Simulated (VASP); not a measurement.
# Al3GaN4 (Pm) in VASP: a series of runs, part 2 of 2

VASP 6.6.1.

## 3. Single point, PBEsol (strain +0.080 along x and y, -0.040 along z)

INCAR

```
SYSTEM = Al3GaN4
ALGO = Normal
EDIFF = 1E-6
ENCUT = 520
GGA = PS
ISIF = 2
ISMEAR = 0
LASPH = .True.
LCHARG = .True.
LELF = .True.
LREAL = .False.
LVHAR = .True.
LWAVE = .False.
NBANDS = 31
NELM = 100
PREC = Accurate
SIGMA = 0.05
```

KPOINTS

```
k-points
0
Gamma
  6 8 4
  0 0 0
```

POSCAR

```
Al3GaN4
1.0
    5.4468806090      0.0000000000      0.0001103911
    0.0000000000      3.3804798092      0.0000000000
   -0.0034951575      0.0000000000      5.2012722695
Al Ga N
3 1 4
Direct
    0.5002300423      0.5000000000      0.1673295664
    0.0009207036      0.5000000000      0.8348055932
    0.0010880650      0.0000000000      0.3316926342
    0.4994217138      0.0000000000      0.6662009016
    0.1111724737      0.0000000000      0.6663292503
    0.1224543238      0.5000000000      0.1671578647
    0.6251234799      0.5000000000      0.8401923551
    0.6231881979      0.0000000000      0.3262928345
```

Potentials or basis: VASP PAW PBE potentials, release 64 (Al, Ga_d, N).

The run is started by

```console
$ cat potpaw_PBE.64/Al/POTCAR potpaw_PBE.64/Ga_d/POTCAR potpaw_PBE.64/N/POTCAR > POTCAR
$ mpirun -np 1 vasp_std > vasp.out
```

OUTCAR:

```text
SYSTEM = Al3GaN4
   EDIFF = 1E-6
   ENCUT = 520
   GGA = PS
   ISIF = 2
   ISMEAR = 0
   LASPH = .True.
   LREAL = .False.
   NELM = 100
   PREC = Accurate

 ion  position               nearest neighbor table
   1  0.500  0.500  0.167-   7 1.83   8 2.00   8 2.00   6 2.06   4 3.10   4 3.10   4 3.11   4 3.11
                             2 3.22   2 3.23   3 3.31   3 3.31   3 3.32   3 3.32
   2  0.001  0.500  0.835-   6 1.85   5 2.00   5 2.00   7 2.05   3 3.09   3 3.09   3 3.12   3 3.12
                             1 3.22   1 3.23
   3  0.001  0.000  0.332-   5 1.84   6 2.01   6 2.01   8 2.06   2 3.09   2 3.09   2 3.12   2 3.12
                             1 3.31   1 3.31   1 3.32   1 3.32
   4  0.499  0.000  0.666-   8 1.89   7 2.04   7 2.04   5 2.11   1 3.10   1 3.10   1 3.11   1 3.11

   5  0.111  0.000  0.666-   3 1.84   2 2.00   2 2.00   4 2.11
   6  0.122  0.500  0.167-   2 1.85   3 2.01   3 2.01   1 2.06
   7  0.625  0.500  0.840-   1 1.83   4 2.04   4 2.04   2 2.05
   8  0.623  0.000  0.326-   4 1.89   1 2.00   1 2.00   3 2.06

  LATTYP: Found a simple monoclinic cell.
 ALAT       =     5.2012734438
 B/A-ratio  =     0.6499331069
 C/A-ratio  =     1.0472205834
 COS(beta)  =    -0.0006517143

  Lattice vectors:

 A1 = (  -0.0034951575,   0.0000000000,   5.2012722695)
 A2 = (   0.0000000000,  -3.3804798092,   0.0000000000)
 A3 = (   5.4468806090,   0.0000000000,   0.0001103911)

Analysis of symmetry for initial positions (statically):
=====================================================================
 Subroutine PRICEL returns:
 Original cell was already a primitive cell.

 Routine SETGRP: Setting up the symmetry group for a
 simple monoclinic supercell.

 Subroutine GETGRP returns: Found  2 space group operations
 (whereof  2 operations were pure point group operations)
 out of a pool of  4 trial point group operations.

The static configuration has the point symmetry C_1h.

Analysis of symmetry for dynamics (positions and initial velocities):
[... 144 lines left out ...]
  volume/ion in A,a.u.               =      11.97        80.79
  Fermi-wavevector in a.u.,A,eV,Ry     =   1.243787  2.350417 21.048294  1.547006
  Thomas-Fermi vector in A             =   2.378082
   LORBIT       =      0    0 simple, 1 ext, 2 COOP (PROOUT), +10 PAW based schemes
   GGA     = PS    functional components
   LHFCALC =     F    Hartree Fock is set to
   AEXX    =    0.0000 exact exchange contribution
   IVDW    =     0    specifies the selected vdW correction
   LEPSILON=     F    determine dielectric tensor
   LRPA    =     F    only Hartree local field effects (RPA)
 non-spin polarized calculation
 Gauss-broadening in eV      SIGMA  =   0.05
  energy-cutoff  :      520.00
  volume of cell :       95.77
 maximum number of plane-waves:      2604
 NGX is ok and might be reduce to    42
   NGX = 21   NGY = 13   NGZ = 19

 number of electron      41.9999999 magnetization

 Free energy of the ion-electron system (eV)
  ---------------------------------------------------
  ext. energy  EPLUGINS =         0.00000000
  ---------------------------------------------------
  free energy    TOTEN  =       -58.69943870 eV

  energy without entropy =      -58.69943870  energy(sigma->0) =      -58.69943870

 E-fermi :   5.1260     XC(G=0): -10.8087

 val. band max:        4.9124387017   @ k =   0.0000   0.0000   0.0000
 cond. band min:       7.1221998067   @ k =   0.0000   0.0000   0.0000
 fundamental gap:      2.2097611049
 Fermi energy:         5.1259792981

 k-point     1 :       0.0000    0.0000    0.0000
  band No.  band energies     occupation
      1      -9.9370      2.00000
      2      -9.0146      2.00000
      3      -8.8959      2.00000
      4      -8.2065      2.00000
      5      -8.1498      2.00000
      6      -8.0755      2.00000
[... 805 lines left out ...]
     30      14.8341      0.00000
     31      14.8808      0.00000

 [... further k-points ...]
[... 5 lines left out ...]
  --------------------------------------------------------------------------------------
  -------------------------------------------------------------------------------------
  Total      -16.0303554    -15.5825844      3.5623346      0.0000000      0.0000000     -0.0452739
  in kB     -268.1747832   -260.6839382     59.5949557      0.0000000      0.0000000     -0.7573948
  external PRESSURE =    -156.4212552 kB  Pullay stress =       0.0000000 kB

 VOLUME and BASIS-vectors are now :
 -----------------------------------------------------------------------------
  energy-cutoff  :      520.00
  volume of cell :       95.77
      direct lattice vectors                 reciprocal lattice vectors
     5.446880609  0.000000000  0.000110391     0.183591317  0.000000000  0.000123370
     0.000000000  3.380479809  0.000000000     0.000000000  0.295815995  0.000000000
    -0.003495158  0.000000000  5.201272270    -0.000003897  0.000000000  0.192260650

 POSITION                                       TOTAL-FORCE (eV/Angst)
 -----------------------------------------------------------------------------------
      2.72411      1.69024      0.87038        -0.380796      0.000000      0.837591
      0.00210      1.69024      4.34205        -0.409828      0.000000     -0.842335
      0.00477      0.00000      1.72522        -0.344402      0.000000     -0.875810
      2.71796      0.00000      3.46515        -0.267997      0.000000      0.865916
      0.60321      0.00000      3.46577         0.282019      0.000000      1.081072
      0.66641      1.69024      0.86945         0.367259      0.000000      0.926588
      3.40204      1.69024      4.37014         0.473558      0.000000     -1.031712
      3.39329      0.00000      1.69721         0.280187      0.000000     -0.961311
 -----------------------------------------------------------------------------------
    total drift:                               -0.000528      0.000000      0.000359

  FREE ENERGIE OF THE ION-ELECTRON SYSTEM (eV)
  ---------------------------------------------------
  free  energy   TOTEN  =       -58.6994386998 eV

  energy  without entropy=      -58.6994386998  energy(sigma->0) =      -58.69943870
```

OSZICAR:

```text
N       E                     dE             d eps       ncg     rms          rms(c)
DAV:   1     0.328733609238E+03    0.32873E+03   -0.18922E+04  4654   0.163E+03
DAV:   2    -0.172877312979E+02   -0.34602E+03   -0.32089E+03  5085   0.456E+02
DAV:   3    -0.647186685144E+02   -0.47431E+02   -0.46701E+02  5029   0.130E+02
DAV:   4    -0.667846518167E+02   -0.20660E+01   -0.20567E+01  5839   0.307E+01
DAV:   5    -0.668308081017E+02   -0.46156E-01   -0.46133E-01  5218   0.425E+00    0.154E+01
DAV:   6    -0.587234918912E+02    0.81073E+01   -0.26875E+01  6784   0.466E+01    0.542E+00
DAV:   7    -0.587905137647E+02   -0.67022E-01   -0.22427E+00  5160   0.956E+00    0.390E+00
DAV:   8    -0.587259143190E+02    0.64599E-01   -0.43145E-01  5880   0.476E+00    0.106E+00
DAV:   9    -0.586985946555E+02    0.27320E-01   -0.89894E-02  6340   0.360E+00    0.538E-01
DAV:  10    -0.586992096513E+02   -0.61500E-03   -0.17797E-02  5364   0.695E-01    0.214E-01
DAV:  11    -0.586994322450E+02   -0.22259E-03   -0.66132E-04  5987   0.218E-01    0.282E-02
DAV:  12    -0.586994380427E+02   -0.57977E-05   -0.11347E-04  6205   0.996E-02    0.201E-02
DAV:  13    -0.586994392773E+02   -0.12345E-05   -0.19009E-05  5692   0.292E-02    0.149E-02
DAV:  14    -0.586994386998E+02    0.57750E-06   -0.29569E-06  4593   0.145E-02
   1 F= -.58699439E+02 E0= -.58699439E+02  d E =-.176520E-11
```

stdout:

```text
POSCAR found type information on POSCAR AlGaN
 POSCAR found :  3 types and       8 ions
 scaLAPACK will be used
 -----------------------------------------------------------------------------
|                                                                             |
|                                                                             |
|     You enforced a specific xc type in the INCAR file but a different       |
|     I HOPE YOU KNOW WHAT YOU ARE DOING!                                     |
|                                                                             |
 -----------------------------------------------------------------------------

 LDA part: xc-table for (Slater+PW92), standard interpolation
 POSCAR, INCAR and KPOINTS ok, starting setup
 FFT: planning ... GRIDC
 FFT: planning ... GRID_SOFT
 FFT: planning ... GRID
 WAVECAR not read
 entering main loop
```

Wall time 5.9 min (1 thread of AMD EPYC 7R13, shared host); peak memory 0.29 GiB.

Results:

| Item | Value |
| --- | --- |
| Free energy | -58.6994 eV |
| Pressure | -15.6 GPa |
| Largest force | 1.135 eV/Å |
| Band gap on the k mesh | 2.21 eV, direct |

Forces on the atoms (eV/Å):
```
Al  -0.381  0.000  0.838
Al  -0.410  0.000 -0.842
Al  -0.344  0.000 -0.876
Ga  -0.268  0.000  0.866
N    0.282  0.000  1.081
N    0.367  0.000  0.927
N    0.474  0.000 -1.032
N    0.280  0.000 -0.961
```

Stress tensor (GPa, compression positive):
```
-26.82   0.00  -0.08
  0.00 -26.07   0.00
 -0.08   0.00   5.96
```

Levels at points of the mesh, in eV from the valence-band top:
| k point | band 19 | band 20 | band 21 | band 22 | band 23 | band 24 |
| --- | --- | --- | --- | --- | --- | --- |
| (0.00, 0.00, 0.00) | -0.34 | -0.32 | 0.00 | 2.21 | 4.17 | 4.66 |
| (0.50, 0.00, 0.00) | -0.51 | -0.42 | -0.16 | 3.65 | 4.12 | 4.57 |
| (0.00, 0.50, 0.00) | -1.99 | -1.45 | -1.40 | 5.09 | 5.10 | 6.27 |
| (0.50, 0.50, 0.00) | -1.47 | -1.46 | -1.30 | 5.09 | 5.64 | 5.66 |
| (0.00, 0.00, 0.50) | -0.79 | -0.74 | -0.53 | 4.11 | 4.38 | 5.68 |
| (0.50, 0.00, 0.50) | -1.56 | -1.54 | -1.25 | 4.64 | 5.07 | 5.22 |
| (0.00, 0.50, 0.50) | -1.49 | -0.65 | -0.51 | 4.84 | 4.95 | 5.59 |
| (0.50, 0.50, 0.50) | -1.15 | -1.13 | -0.98 | 3.93 | 4.41 | 4.48 |

Caveat: the cell differs from its parent crystal (strain +0.080 along x and y, -0.040 along z); the PAW data sets were made with another functional, which shifts forces and pressure a little.
